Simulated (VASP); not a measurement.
The system is Be2H.

```
Be H
1.0
     2.42788    0.00000    0.00000
    -1.21394    2.10261    0.00000
     0.00000    0.00000    4.23368
Be H
2 1
Direct
  0.33333 0.66667 0.22716
  0.66667 0.33333 0.77284
  0.00000 0.00000 0.00000
```

* Program: VASP 6.6.1
* Task: relaxation of cell and atoms
* Functional: PBE
* Potentials or basis: VASP PAW PBE potentials, release 64 (Be, H_h)
* Cutoff: 910 eV
* k mesh: 9 × 9 × 4
* Occupations: gaussian, width 0.1 eV
* Spin: no spin polarisation

At the start: pressure -3.5 GPa; volume 7.20 Å³/atom.

**Question.** Where does the relaxation end?

**Answer.** Over 18 steps the energy falls by 182.7 meV/atom and the volume is 6.74 Å³/atom (-6.5 %); space group P-3m1 (No. 164, to 0.05 Å).

Step by step:
```csv
step,energy change (eV),largest force (eV/Å),pressure (GPa),volume (Å³)
1,0.0000,1.0732,-3.47,21.61
2,-0.1552,0.9326,-3.95,21.12
3,-0.3001,0.3731,2.86,19.57
4,-0.3198,0.3469,-0.69,20.04
5,-0.3209,0.2072,-0.02,19.93
6,-0.3460,0.1623,-0.08,19.87
7,-0.3832,0.1095,0.77,19.75
8,-0.3719,0.6700,4.78,19.47
9,-0.3927,0.3744,2.17,19.64
10,-0.4020,0.3233,1.92,19.69
11,-0.4087,0.1912,1.80,19.79
12,-0.4572,0.0586,1.65,19.95
13,-0.5338,0.3935,1.15,20.12
14,-0.5381,0.2948,1.07,20.10
15,-0.5384,0.3295,1.06,20.11
16,-0.5467,0.0652,-0.13,20.24
17,-0.5468,0.0255,-0.30,20.26
18,-0.5480,0.0062,-0.05,20.21
```

Final structure:
```
Be H
1.0
     2.24021    0.00000    0.00000
    -1.12011    1.94008    0.00000
     0.00000    0.00000    4.65116
Be H
2 1
Direct
  0.33333 0.66667 0.30115
  0.66667 0.33333 0.69885
  0.00000 0.00000 0.00000
```

Caveat: the k points lie up to 0.36 Å⁻¹ apart in the final cell.
